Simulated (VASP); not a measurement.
# HfB2 (P6/mmm) in VASP: a series of runs

Runs on HfB2. Level: PBEsol. Tasks: electric field gradients.

All numbers are computed with VASP 6.6.1; they aren't measurements. Logs are shortened: lines on timing, memory, paths and dates and some standing lists are left out, and cuts for length are marked.

### 1 The cell of the first run

The structure is hexagonal, space group P6/mmm (No. 191). Conventional cell: a = 3.129 Å, b = 3.129 Å, c = 3.468 Å, α = 90.00°, β = 90.00°, γ = 120.00°. Within 3.3 Å of Hf (site symmetry 6/mmm) lie 12 B at 2.50 Å and 6 Hf at 3.13 Å. B (site symmetry -6m2) has 3 B at 1.81 Å within 2.4 Å.

### 2 Electric field gradients, PBEsol (volume scaled by 0.99)

File INCAR:

```
  PREC = Accurate
  ENCUT = 520
  EDIFF = 1E-8
  ISMEAR = -1
  SIGMA = 0.03
  LREAL = False
  LASPH = True
  NELM = 80
  ALGO = Normal
  ISIF = 2
  LWAVE = False
  LCHARG = False
  GGA = PS
  LEFG = True
  NBANDS = 15
```

File KPOINTS:

```
regular mesh
0
Gamma
  15 15 12
```

File POSCAR:

```
HfB2
1.0
    3.1294983495      0.0000000000      0.0000000000
   -1.5647491748      2.7102250717      0.0000000000
    0.0000000000      0.0000000000      3.4683611171
Hf B
1 2
Direct
    0.0000000000      0.0000000000      0.0000000000
    0.3333333333      0.6666666667      0.5000000000
    0.6666666667      0.3333333333      0.5000000000
```

Potentials or basis: VASP PAW PBE potentials, release 64 (Hf_pv, B).

The run is started by

```
$ cat potpaw_PBE.64/Hf_pv/POTCAR potpaw_PBE.64/B/POTCAR > POTCAR
$ mpirun -np 1 vasp_std > vasp.out
```

OUTCAR:

```text
PREC = Accurate
   ENCUT = 520
   EDIFF = 1E-8
   ISMEAR = -1
   LREAL = False
   LASPH = True
   NELM = 80
   ISIF = 2
   GGA = PS

 ion  position               nearest neighbor table
   1  0.000  0.000  0.000-   2 2.50   3 2.50   2 2.50   3 2.50   2 2.50   2 2.50   3 2.50   3 2.50
                             3 2.50   3 2.50   2 2.50   2 2.50
   2  0.333  0.667  0.500-   3 1.81   3 1.81   3 1.81   1 2.50   1 2.50   1 2.50   1 2.50   1 2.50
                             1 2.50
   3  0.667  0.333  0.500-   2 1.81   2 1.81   2 1.81   1 2.50   1 2.50   1 2.50   1 2.50   1 2.50
                             1 2.50

  LATTYP: Found a hexagonal cell.
 ALAT       =     3.1294983495
 C/A-ratio  =     1.1082802193

  Lattice vectors:

 A1 = (   3.1294983495,   0.0000000000,   0.0000000000)
 A2 = (  -1.5647491748,   2.7102250717,   0.0000000000)
 A3 = (   0.0000000000,   0.0000000000,   3.4683611171)

Analysis of symmetry for initial positions (statically):
=====================================================================
 Subroutine PRICEL returns:
 Original cell was already a primitive cell.

 Routine SETGRP: Setting up the symmetry group for a
 hexagonal supercell.

 Subroutine GETGRP returns: Found 24 space group operations
 (whereof 24 operations were pure point group operations)
 out of a pool of 24 trial point group operations.

The static configuration has the point symmetry D_6h.

Analysis of symmetry for dynamics (positions and initial velocities):
=====================================================================
 Subroutine PRICEL returns:
 Original cell was already a primitive cell.

 Routine SETGRP: Setting up the symmetry group for a
 hexagonal supercell.

 Subroutine GETGRP returns: Found 24 space group operations
 (whereof 24 operations were pure point group operations)
 out of a pool of 24 trial point group operations.

The dynamic configuration has the point symmetry D_6h.

 Subroutine INISYM returns: Found 24 space group operations
 (whereof 24 operations are pure point group operations),
 and found     1 'primitive' translations

----------------------------------------------------------------------------------------

                                     Primitive cell

  volume of cell :      29.4174

  direct lattice vectors                    reciprocal lattice vectors
     3.129498349  0.000000000  0.000000000     0.319540031  0.184486523  0.000000000
    -1.564749175  2.710225072  0.000000000     0.000000000  0.368973046  0.000000000
     0.000000000  0.000000000  3.468361117     0.000000000  0.000000000  0.288320612

  length of vectors
     3.129498349  3.129498349  3.468361117     0.368973046  0.368973046  0.288320612

  position of ions in fractional coordinates (direct lattice)
     0.000000000  0.000000000  0.000000000
     0.333333333  0.666666667  0.500000000
     0.666666667  0.333333333  0.500000000

  ion indices of the primitive-cell ions
   primitive index   ion index
                 1           1
                 2           2
                 3           3

----------------------------------------------------------------------------------------

 KPOINTS: regular mesh

Automatic generation of k-mesh.
 Grid dimensions read from file:
 generate k-points for:   15   15   12

 Generating k-lattice:

  Cartesian coordinates                     Fractional coordinates (reciprocal lattice)
     0.021302669  0.012299102  0.000000000     0.066666667  0.000000000  0.000000000
     0.000000000  0.024598203  0.000000000     0.000000000  0.066666667  0.000000000
     0.000000000  0.000000000  0.024026718     0.000000000  0.000000000  0.083333333

  Length of vectors
     0.024598203  0.024598203  0.024026718

  Shift w.r.t. Gamma in fractional coordinates (k-lattice)
     0.000000000  0.000000000  0.000000000

 Subroutine IBZKPT returns following result:
 ===========================================

 Found    189 irreducible k-points:

 Following reciprocal coordinates:
            Coordinates               Weight
  0.000000  0.000000  0.000000      1.000000
  0.066667  0.000000  0.000000      6.000000
  0.133333 -0.000000  0.000000      6.000000
  0.200000  0.000000  0.000000      6.000000
  0.266667 -0.000000  0.000000      6.000000
  0.333333  0.000000  0.000000      6.000000
[... 16 lines left out ...]
  0.333333  0.200000  0.000000     12.000000
  0.400000  0.200000  0.000000      6.000000
 [... further k-points ...]
   k-points           NKPTS =    189   k-points in BZ     NKDIM =    189   number of bands    NBANDS=     15
   number of dos      NEDOS =    301   number of ions     NIONS =      3
   total plane-waves  NPLWV =  16128
   dimension x,y,z NGX =    24 NGY =   24 NGZ =   28
   dimension x,y,z NGXF=    48 NGYF=   48 NGZF=   56
   ions per type =               1   2
   NGX,Y,Z   is equivalent  to a cutoff of  12.75, 12.75, 13.42 a.u.
   NGXF,Y,Z  is equivalent  to a cutoff of  25.50, 25.50, 26.84 a.u.
 SYSTEM =  unknown system
   PREC   = accura    normal or accurate (medium, high low for compatibility)
   ISTART =      0    job   : 0-new  1-cont  2-samecut
   ICHARG =      2    charge: 1-file 2-atom 10-const
   ISPIN  =      1    spin polarized calculation?
   LNONCOLLINEAR =      F non collinear calculations
   LSORBIT =      F    spin-orbit coupling
   LASPH  =      T    aspherical Exc in radial PAW
   ENCUT  =  520.0 eV  38.22 Ry    6.18 a.u.   5.82  5.82  6.45*2*pi/ulx,y,z
   NELM   =     80;   NELMIN=  2; NELMDL= -5     # of ELM steps
   EDIFF  = 0.1E-07   stopping-criterion for ELM
   LREAL  =      F    real-space projection
   EDIFFG = 0.1E-06   stopping-criterion for IOM
   NSW    =      0    number of steps for IOM
   IBRION =     -1    ionic relax: 0-MD 1-quasi-New 2-CG
   NFREE  =      0    steps in history (QN), initial steepest desc. (CG)
   ISIF   =      2    stress and relaxation
   ISYM   =      2    0-nonsym 1-usesym 2-fastsym
   POTIM  = 0.5000    time-step for ionic-motion
   TEBEG  =    0.0;   TEEND  =   0.0 temperature during run
   PSTRESS=    0.0 pullay stress
   NELECT =      16.0000    total number of electrons
   NUPDOWN=      -1.0000    fix difference up-down
   EMIN   =  10.00;   EMAX   =-10.00  energy-range for DOS
   EFERMI =   0.00;   METHOD = LEGACY
   ISMEAR =    -1;   SIGMA  =   0.03  broadening in eV -4-tet -1-fermi 0-gaus
   EFERMI_NEDOS =   21; number of points for ismear=-14 and -15
   IALGO  =     38    algorithm
   IMIX   =      4    mixing-type and parameters
     AMIX     =   0.40;   BMIX     =  1.00
     AMIX_MAG =   1.60;   BMIX_MAG =  1.00
  volume/ion in A,a.u.               =       9.81        66.17
  Fermi-wavevector in a.u.,A,eV,Ry     =   1.336329  2.525295 24.296943  1.785775
  Thomas-Fermi vector in A             =   2.464964
   LORBIT       =      0    0 simple, 1 ext, 2 COOP (PROOUT), +10 PAW based schemes
   GGA     = PS    functional components
   LHFCALC =     F    Hartree Fock is set to
   AEXX    =    0.0000 exact exchange contribution
   IVDW    =     0    specifies the selected vdW correction
   LEPSILON=     F    determine dielectric tensor
   LRPA    =     F    only Hartree local field effects (RPA)
 non-spin polarized calculation
  energy-cutoff  :      520.00
  volume of cell :       29.42
 maximum number of plane-waves:       812
 NGX is ok and might be reduce to    24
   NGX = 11   NGY = 11   NGZ = 13

 number of electron      15.9999998 magnetization

 Free energy of the ion-electron system (eV)
  ---------------------------------------------------
  ext. energy  EPLUGINS =         0.00000000
  ---------------------------------------------------
  free energy    TOTEN  =       -27.86438349 eV

  energy without entropy =      -27.86367831  energy(sigma->0) =      -27.86403090

 E-fermi :   7.6472     XC(G=0): -12.7286

 val. band max:        7.6151355591   @ k =   0.4000   0.1333   0.0000
 cond. band min:       7.6523847391   @ k =   0.0667   0.0667   0.4167
 fundamental gap:      0.0372491800
 Fermi energy:         7.6471522549

 k-point     1 :       0.0000    0.0000    0.0000
  band No.  band energies     occupation
      1     -22.9173      2.00000
      2     -22.3952      2.00000
      3     -22.3952      2.00000
      4      -6.1519      2.00000
      5       4.5629      2.00000
      6       4.7217      2.00000
      7       4.7217      2.00000
      8       4.8841      2.00000
      9      11.6729      0.00000
     10      11.6729      0.00000
     11      12.3485      0.00000
     12      12.3485      0.00000
     13      12.6703      0.00000
     14      12.6703      0.00000
     15      12.7667      0.00000

 k-point     2 :       0.0667    0.0000    0.0000
  band No.  band energies     occupation
      1     -22.9114      2.00000
      2     -22.4321      2.00000
      3     -22.4033      2.00000
      4      -6.0541      2.00000
      5       4.4435      2.00000
      6       4.6631      2.00000
      7       4.7186      2.00000
      8       4.7947      2.00000
      9      11.4765      0.00000
     10      11.6034      0.00000
     11      11.7768      0.00000
     12      11.8046      0.00000
     13      13.0553      0.00000
     14      13.3865      0.00000
     15      13.5235      0.00000

 k-point     3 :       0.1333   -0.0000    0.0000
  band No.  band energies     occupation
      1     -22.8944      2.00000
      2     -22.5351      2.00000
      3     -22.4262      2.00000
      4      -5.7680      2.00000
      5       3.7363      2.00000
      6       4.5631      2.00000
      7       4.6966      2.00000
      8       4.9241      2.00000
      9      10.4965      0.00000
     10      11.3995      0.00000
     11      11.4151      0.00000
     12      12.0301      0.00000
     13      13.5438      0.00000
     14      14.2940      0.00000
     15      14.7478      0.00000
[... 343 lines left out ...]
 k-point    23 :       0.3333    0.2000    0.0000
  band No.  band energies     occupation
      1     -23.0824      2.00000
      2     -22.7714      2.00000
      3     -22.7399      2.00000
      4      -2.2285      2.00000
      5      -0.3490      2.00000
      6       1.6437      2.00000
      7       3.9796      2.00000
      8       6.7784      2.00000
      9       7.4126      1.99920
     10       9.9210      0.00000
     11      13.0193      0.00000
     12      14.6274      0.00000
     13      16.0870      0.00000
     14      17.5206      0.00000
     15      17.8372      0.00000

 k-point    24 :       0.4000    0.2000    0.0000
  band No.  band energies     occupation
      1     -23.0972      2.00000
      2     -22.7664      2.00000
      3     -22.7583      2.00000
      4      -1.4897      2.00000
      5      -1.1052      2.00000
      6       1.5365      2.00000
      7       4.0221      2.00000
      8       6.5572      2.00000
      9       7.3720      1.99979
     10      10.6311      0.00000
     11      12.3006      0.00000
     12      14.5953      0.00000
     13      16.6283      0.00000
     14      17.7882      0.00000
     15      18.2001      0.00000

 [... further k-points ...]
[... 5 lines left out ...]
  --------------------------------------------------------------------------------------
  -------------------------------------------------------------------------------------
  Total       -0.2687521     -0.2687521     -0.5311819      0.0000000      0.0000000     -0.0000000
  in kB      -14.6372016    -14.6372016    -28.9300663      0.0000000      0.0000000     -0.0000000
  external PRESSURE =     -19.4014898 kB  Pullay stress =       0.0000000 kB

 VOLUME and BASIS-vectors are now :
 -----------------------------------------------------------------------------
  energy-cutoff  :      520.00
  volume of cell :       29.42
      direct lattice vectors                 reciprocal lattice vectors
     3.129498349  0.000000000  0.000000000     0.319540031  0.184486523  0.000000000
    -1.564749175  2.710225072  0.000000000     0.000000000  0.368973046  0.000000000
     0.000000000  0.000000000  3.468361117     0.000000000  0.000000000  0.288320612

 POSITION                                       TOTAL-FORCE (eV/Angst)
 -----------------------------------------------------------------------------------
      0.00000      0.00000      0.00000        -0.000000      0.000000      0.000000
     -0.00000      1.80682      1.73418        -0.000000      0.000000      0.000000
      1.56475      0.90341      1.73418         0.000000      0.000000      0.000000
 -----------------------------------------------------------------------------------
    total drift:                               -0.000000      0.000000      0.000000

  FREE ENERGIE OF THE ION-ELECTRON SYSTEM (eV)
  ---------------------------------------------------
  free  energy   TOTEN  =       -27.8643834924 eV

  energy  without entropy=      -27.8636783071  energy(sigma->0) =      -27.86403090

 Electric field gradients (V/A^2)
---------------------------------------------------------------------
 ion       V_xx      V_yy      V_zz      V_xy      V_xz      V_yz
---------------------------------------------------------------------
   1     -40.577   -40.578    81.155    -0.000     0.000     0.000
   2      -0.872    -0.872     1.743    -0.000     0.000     0.000
   3      -0.872    -0.872     1.743    -0.000     0.000     0.000
---------------------------------------------------------------------

 Electric field gradients after diagonalization (V/A^2)
 (convention: |V_zz| > |V_xx| > |V_yy|)
----------------------------------------------------------------------
 ion       V_xx      V_yy      V_zz     asymmetry (V_yy - V_xx)/ V_zz
----------------------------------------------------------------------
   1     -40.578   -40.577    81.155       0.000
   2      -0.872    -0.872     1.743       0.000
   3      -0.872    -0.872     1.743       0.000
----------------------------------------------------------------------

           NMR quadrupolar parameters

 Cq : quadrupolar parameter    Cq=e*Q*V_zz/h
 eta: asymmetry parameters     (V_yy - V_xx)/ V_zz
 Q  : nuclear electric quadrupole moment in mb (millibarn)
----------------------------------------------------------------------
 ion       Cq(MHz)       eta       Q (mb)
----------------------------------------------------------------------
   1       0.196       0.000       1.000
   2       0.004       0.000       1.000
   3       0.004       0.000       1.000
----------------------------------------------------------------------
```

Run time: 26 s. Hardware: 1 thread of Intel Xeon 6975P-C (Granite Rapids), shared host; peak memory 0.21 GiB.

What came out:

```yaml
Free_energy: -27.8644 eV
Pressure: -1.9 GPa
Band_gap_on_the_k_mesh: zero (band 8 reaches 8.41 eV, above the bottom of band 9 at 7.37 eV)
```

Levels at points of the mesh, in eV from the Fermi level:
```tsv
k point	band 4	band 5	band 6	band 7	band 8	band 9	band 10	band 11	band 12	band 13
(0.00, 0.00, 0.00)	-13.80	-3.08	-2.93	-2.93	-2.76	4.03	4.03	4.70	4.70	5.02
(0.00, 0.00, 0.50)	-11.32	-8.44	-1.18	-1.18	0.28	0.28	0.97	0.97	2.21	5.13
```

Electric field gradients, principal values (V/Å²):
| atom | least | middle | greatest (by size) |
| --- | --- | --- | --- |
| 1 Hf | -40.577 | -40.578 | 81.155 |
| 2 B | -0.872 | -0.872 | 1.743 |
| 3 B | -0.872 | -0.872 | 1.743 |

Caveat: without QUAD_EFG the Cq values of the log hold for a quadrupole moment of 1 mb, not for the nuclei; the PAW data sets were made with another functional, which shifts forces and pressure a little; spin-orbit coupling is left out, which moves the levels of the heavy elements.

(Part 1 of 3 ends here.)
